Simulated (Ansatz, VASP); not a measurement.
Ni in VASP and in Ansatz

INCAR

```
PREC     = Accurate       # precision mode
ENCUT    = 520            # plane-wave cutoff, eV
EDIFF    = 1E-6           # SCF threshold, eV
ISMEAR   = 0              # smearing method
SIGMA    = 1.0            # smearing width, eV
LREAL    = False          # projectors in reciprocal space
LASPH    = True           # aspherical terms in the spheres
NELM     = 150            # most SCF steps
ALGO     = Normal         # electronic algorithm
ISIF     = 2              # what is computed and relaxed
LWAVE    = False          # write WAVECAR
LCHARG   = True           # write CHGCAR
ISPIN    = 2              # spin polarisation
MAGMOM   = 0.607          # initial moments
LORBIT   = 11             # projections on sites
LMAXMIX  = 4              # l up to which the mixer works
GGA      = CA             # functional
LELF     = True           # ELF
LVHAR    = True         
NBANDS   = 15             # bands
```

Contents of KPOINTS:

```
regular mesh
0
Gamma
  16 16 16
```

POSCAR

```
Ni
1.0
    0.0000000000      1.7124646296      1.7124646296
    1.7124646296      0.0000000000      1.7124646296
    1.7124646296      1.7124646296      0.0000000000
Ni
1
Direct
    0.0000000000      0.0000000000      0.0000000000
```

Input for Ansatz:

```yaml
crystal:
  lattice:
    - [0.0, 1.7124646296, 1.7124646296]
    - [1.7124646296, 0.0, 1.7124646296]
    - [1.7124646296, 1.7124646296, 0.0]
  atoms:
    - { symbol: Ni, position: [0.0, 0.0, 0.0], spin: 0.607 }
hamiltonian:
  xc: lda
  pseudopotentials:
    kind: paw
    azcp:
      Ni: "pseudopotentials/Ni.paw.azcp"
basis:
  ecutwfc: 420
  fft_grid_basis: typed
kpoints:
  mp_grid: { grid: [16, 16, 16], shift: [0, 0, 0] }
magnetization:
  spin_polarized: true
scf:
  occupations: { method: gaussian, width: 1.0 }
  lower_state_search: "off"
output:
  stress: true
  write_density: true
  write_potential: true
  elf: true
  volumetric_format: npy
```

Alike in both runs: task single point; functional LDA; k mesh 16 × 16 × 16; occupations gaussian, width 1 eV; collinear spin.

```csv
,VASP,Ansatz
version,VASP 6.6.1,Ansatz 0.2.0
potentials or method,"VASP PAW LDA potentials, release 64 (Ni), cutoff 520 eV","plane waves (420 eV) with PAW, scalar-relativistic"
valence electrons in the cell,10,18
```

VASP gave:

| Item | Value |
| --- | --- |
| pressure (GPa) | 3.5 |
| net moment per atom (μB) | 0.00 |

**Question.** Which values does Ansatz return?

**Answer.** Pressure (GPa): 3.6; net moment per atom (μB): 0.00.

Ansatz warns that its potentials were made for another functional, while VASP's fit it. LDA's correlation is that of Perdew and Zunger in VASP and of Perdew and Wang (1992) in Ansatz. VASP's potentials hold 10 valence electrons a cell and Ansatz's 18, so a difference there can come from the potentials and not from the codes. Ansatz's warnings: seeded moment not kept.
